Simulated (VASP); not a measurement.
# Ge3Pd (Pm-3m) in VASP: further runs, part 3 of 3

VASP 6.6.1.

**6. Single point, PBE**

This run uses another cell than the first one, of 18.83 Å³/atom, 1.082 times its volume.

INCAR reads:

```
PREC     = Accurate       # precision mode
ENCUT    = 520            # plane-wave cutoff, eV
EDIFF    = 1E-7           # SCF threshold, eV
ISMEAR   = -1             # smearing method
SIGMA    = 0.05           # smearing width, eV
LREAL    = F              # projectors in reciprocal space
LASPH    = T              # aspherical terms in the spheres
NELM     = 100            # most SCF steps
ALGO     = Normal         # electronic algorithm
ISIF     = 2              # what is computed and relaxed
LWAVE    = F              # write WAVECAR
LCHARG   = F              # write CHGCAR
GGA      = PE             # functional
NBANDS   = 34             # bands
```

KPOINTS reads:

```
regular mesh
0
Gamma
  7 7 7
```

POSCAR reads:

```
Ge3Pd
1.0
    4.2232597616      0.0000000000      0.0000000000
    0.0000000000      4.2232597616      0.0000000000
    0.0000000000      0.0000000000      4.2232597616
Pd Ge
1 3
Direct
    0.0000000000      0.0000000000      0.0000000000
    0.5000000000      0.5000000000      0.0000000000
    0.5000000000      0.0000000000      0.5000000000
    0.0000000000      0.5000000000      0.5000000000
```

Potentials or basis: VASP PAW PBE potentials, release 64 (Pd, Ge_d).

Launch:

```sh
$ cat potpaw_PBE.64/Pd/POTCAR potpaw_PBE.64/Ge_d/POTCAR > POTCAR
$ mpirun -np 1 vasp_std > vasp.out
```

OUTCAR:

```text
PREC = Accurate
   ENCUT = 520
   EDIFF = 1E-7
   ISMEAR = -1
   LREAL = F
   LASPH = T
   NELM = 100
   ISIF = 2
   GGA = PE

 ion  position               nearest neighbor table
   1  0.000  0.000  0.000-   2 2.99   3 2.99   4 2.99   3 2.99   4 2.99   2 2.99   4 2.99   4 2.99
                             2 2.99   3 2.99   3 2.99   2 2.99
   2  0.500  0.500  0.000-   1 2.99   1 2.99   1 2.99   1 2.99
   3  0.500  0.000  0.500-   1 2.99   1 2.99   1 2.99   1 2.99
   4  0.000  0.500  0.500-   1 2.99   1 2.99   1 2.99   1 2.99

  LATTYP: Found a simple cubic cell.
 ALAT       =     4.2232597616

  Lattice vectors:

 A1 = (   4.2232597616,   0.0000000000,   0.0000000000)
 A2 = (   0.0000000000,   4.2232597616,   0.0000000000)
 A3 = (   0.0000000000,   0.0000000000,   4.2232597616)

Analysis of symmetry for initial positions (statically):
=====================================================================
 Subroutine PRICEL returns:
 Original cell was already a primitive cell.

 Routine SETGRP: Setting up the symmetry group for a
 simple cubic supercell.

 Subroutine GETGRP returns: Found 48 space group operations
 (whereof 48 operations were pure point group operations)
 out of a pool of 48 trial point group operations.

The static configuration has the point symmetry O_h .

Analysis of symmetry for dynamics (positions and initial velocities):
=====================================================================
 Subroutine PRICEL returns:
 Original cell was already a primitive cell.

 Routine SETGRP: Setting up the symmetry group for a
 simple cubic supercell.

 Subroutine GETGRP returns: Found 48 space group operations
 (whereof 48 operations were pure point group operations)
 out of a pool of 48 trial point group operations.

The dynamic configuration has the point symmetry O_h .

 Subroutine INISYM returns: Found 48 space group operations
 (whereof 48 operations are pure point group operations),
 and found     1 'primitive' translations

----------------------------------------------------------------------------------------

                                     Primitive cell

  volume of cell :      75.3257

  direct lattice vectors                    reciprocal lattice vectors
     4.223259762  0.000000000  0.000000000     0.236783920  0.000000000  0.000000000
     0.000000000  4.223259762  0.000000000     0.000000000  0.236783920  0.000000000
     0.000000000  0.000000000  4.223259762     0.000000000  0.000000000  0.236783920

  length of vectors
     4.223259762  4.223259762  4.223259762     0.236783920  0.236783920  0.236783920

  position of ions in fractional coordinates (direct lattice)
     0.000000000  0.000000000  0.000000000
     0.500000000  0.500000000  0.000000000
     0.500000000  0.000000000  0.500000000
     0.000000000  0.500000000  0.500000000

  ion indices of the primitive-cell ions
   primitive index   ion index
                 1           1
                 2           2
                 3           3
                 4           4

----------------------------------------------------------------------------------------

 KPOINTS: regular mesh

Automatic generation of k-mesh.
 Grid dimensions read from file:
 generate k-points for:    7    7    7

 Generating k-lattice:

  Cartesian coordinates                     Fractional coordinates (reciprocal lattice)
     0.033826274  0.000000000  0.000000000     0.142857143  0.000000000  0.000000000
     0.000000000  0.033826274  0.000000000     0.000000000  0.142857143  0.000000000
     0.000000000  0.000000000  0.033826274     0.000000000  0.000000000  0.142857143

  Length of vectors
     0.033826274  0.033826274  0.033826274

  Shift w.r.t. Gamma in fractional coordinates (k-lattice)
     0.000000000  0.000000000  0.000000000

 Subroutine IBZKPT returns following result:
 ===========================================

 Found     20 irreducible k-points:

 Following reciprocal coordinates:
            Coordinates               Weight
  0.000000  0.000000  0.000000      1.000000
  0.142857  0.000000  0.000000      6.000000
  0.285714  0.000000  0.000000      6.000000
  0.428571  0.000000  0.000000      6.000000
  0.142857  0.142857  0.000000     12.000000
  0.285714  0.142857  0.000000     24.000000
[... 12 lines left out ...]
  0.428571  0.428571  0.285714     24.000000
  0.428571  0.428571  0.428571      8.000000
   k-points           NKPTS =     20   k-points in BZ     NKDIM =     20   number of bands    NBANDS=     34
   number of dos      NEDOS =    301   number of ions     NIONS =      4
   total plane-waves  NPLWV =  32768
   dimension x,y,z NGX =    32 NGY =   32 NGZ =   32
   dimension x,y,z NGXF=    64 NGYF=   64 NGZF=   64
   ions per type =               1   3
   NGX,Y,Z   is equivalent  to a cutoff of  12.60, 12.60, 12.60 a.u.
   NGXF,Y,Z  is equivalent  to a cutoff of  25.19, 25.19, 25.19 a.u.
 SYSTEM =  unknown system
   PREC   = accura    normal or accurate (medium, high low for compatibility)
   ISTART =      0    job   : 0-new  1-cont  2-samecut
   ICHARG =      2    charge: 1-file 2-atom 10-const
   ISPIN  =      1    spin polarized calculation?
   LNONCOLLINEAR =      F non collinear calculations
   LSORBIT =      F    spin-orbit coupling
   LASPH  =      T    aspherical Exc in radial PAW
   ENCUT  =  520.0 eV  38.22 Ry    6.18 a.u.   7.85  7.85  7.85*2*pi/ulx,y,z
   NELM   =    100;   NELMIN=  2; NELMDL= -5     # of ELM steps
   EDIFF  = 0.1E-06   stopping-criterion for ELM
   LREAL  =      F    real-space projection
   EDIFFG = 0.1E-05   stopping-criterion for IOM
   NSW    =      0    number of steps for IOM
   IBRION =     -1    ionic relax: 0-MD 1-quasi-New 2-CG
   NFREE  =      0    steps in history (QN), initial steepest desc. (CG)
   ISIF   =      2    stress and relaxation
   ISYM   =      2    0-nonsym 1-usesym 2-fastsym
   POTIM  = 0.5000    time-step for ionic-motion
   TEBEG  =    0.0;   TEEND  =   0.0 temperature during run
   PSTRESS=    0.0 pullay stress
   NELECT =      52.0000    total number of electrons
   NUPDOWN=      -1.0000    fix difference up-down
   EMIN   =  10.00;   EMAX   =-10.00  energy-range for DOS
   EFERMI =   0.00;   METHOD = LEGACY
   ISMEAR =    -1;   SIGMA  =   0.05  broadening in eV -4-tet -1-fermi 0-gaus
   EFERMI_NEDOS =   21; number of points for ismear=-14 and -15
   IALGO  =     38    algorithm
   IMIX   =      4    mixing-type and parameters
     AMIX     =   0.40;   BMIX     =  1.00
     AMIX_MAG =   1.60;   BMIX_MAG =  1.00
  volume/ion in A,a.u.               =      18.83       127.08
  Fermi-wavevector in a.u.,A,eV,Ry     =   1.446865  2.734179 28.482704  2.093420
  Thomas-Fermi vector in A             =   2.564885
   LORBIT       =      0    0 simple, 1 ext, 2 COOP (PROOUT), +10 PAW based schemes
   GGA     = PE    functional components
   LHFCALC =     F    Hartree Fock is set to
   AEXX    =    0.0000 exact exchange contribution
   IVDW    =     0    specifies the selected vdW correction
   LEPSILON=     F    determine dielectric tensor
   LRPA    =     F    only Hartree local field effects (RPA)
 non-spin polarized calculation
  energy-cutoff  :      520.00
  volume of cell :       75.33
 maximum number of plane-waves:      2043
 NGX is ok and might be reduce to    32
   NGX = 15   NGY = 15   NGZ = 15

 number of electron      52.0000034 magnetization

 Free energy of the ion-electron system (eV)
  ---------------------------------------------------
  ext. energy  EPLUGINS =         0.00000000
  ---------------------------------------------------
  free energy    TOTEN  =       -18.41830174 eV

  energy without entropy =      -18.39746945  energy(sigma->0) =      -18.40788560

 E-fermi :   6.8175     XC(G=0): -11.4017

 val. band max:        6.7956870997   @ k =   0.4286   0.4286   0.1429
 cond. band min:       6.8593378562   @ k =   0.2857   0.1429   0.0000
 fundamental gap:      0.0636507565
 Fermi energy:         6.8175260259

 k-point     1 :       0.0000    0.0000    0.0000
  band No.  band energies     occupation
      1     -17.8928      2.00000
      2     -17.8928      2.00000
      3     -17.8928      2.00000
      4     -17.8831      2.00000
      5     -17.8372      2.00000
      6     -17.8372      2.00000
[... 729 lines left out ...]
     33      13.9246      0.00000
     34      18.2685      0.00000

------------------------ aborting loop because EDIFF is reached ----------------------------------------

  FORCE on cell =-STRESS in cart. coord.  units (eV):
  Direction    XX          YY          ZZ          XY          YZ          ZX
  --------------------------------------------------------------------------------------
  -------------------------------------------------------------------------------------
  Total       -2.0688524     -2.0688524     -2.0688524      0.0000000      0.0000000     -0.0000000
  in kB      -44.0044613    -44.0044613    -44.0044613      0.0000000      0.0000000     -0.0000000
  external PRESSURE =     -44.0044613 kB  Pullay stress =       0.0000000 kB

 VOLUME and BASIS-vectors are now :
 -----------------------------------------------------------------------------
  energy-cutoff  :      520.00
  volume of cell :       75.33
      direct lattice vectors                 reciprocal lattice vectors
     4.223259762  0.000000000  0.000000000     0.236783920  0.000000000  0.000000000
     0.000000000  4.223259762  0.000000000     0.000000000  0.236783920  0.000000000
     0.000000000  0.000000000  4.223259762     0.000000000  0.000000000  0.236783920

 POSITION                                       TOTAL-FORCE (eV/Angst)
 -----------------------------------------------------------------------------------
      0.00000      0.00000      0.00000         0.000000      0.000000      0.000000
      2.11163      2.11163      0.00000         0.000000      0.000000      0.000000
      2.11163      0.00000      2.11163         0.000000      0.000000      0.000000
      0.00000      2.11163      2.11163         0.000000      0.000000      0.000000
 -----------------------------------------------------------------------------------
    total drift:                                0.000000     -0.000000     -0.000000

  FREE ENERGIE OF THE ION-ELECTRON SYSTEM (eV)
  ---------------------------------------------------
  free  energy   TOTEN  =       -18.4183017420 eV

  energy  without entropy=      -18.3974694544  energy(sigma->0) =      -18.40788560
```

It took 80 s on 1 thread of AMD EPYC 7R13, shared host; peak memory 0.17 GiB.

Results:

```
Free energy            : -18.4183 eV
Pressure               : -4.4 GPa
Band gap on the k mesh : zero (band 26 reaches 6.97 eV, above the bottom of band 27 at 5.48 eV)
```

Levels at points of the mesh, in eV from the Fermi level:
```csv
k point,band 23,band 24,band 25,band 26,band 27,band 28,band 29,band 30
"(0.00, 0.00, 0.00)",-2.40,-2.40,-1.56,-1.56,0.96,2.93,2.93,2.93
```

**7. Summary**

```csv
cell,gap on the mesh (eV),pressure (GPa)
"a = 4.114 Å, 4 atoms",none,1.8
"a = 4.142 Å, 4 atoms",none,-0.1
"a = 4.169 Å, 4 atoms",none,-1.7
"a = 4.197 Å, 4 atoms",none,-3.1
"a = 4.223 Å, 4 atoms",none,-4.4
```

Alike in all rows: task single point; level PBE; potentials or basis VASP PAW PBE potentials, release 64 (Pd, Ge_d); no spin polarisation; k mesh 7 × 7 × 7; cutoff (eV) 520; smearing fermi-dirac 0.05 eV.

Absolute energies hang on the potentials; compare differences alone.
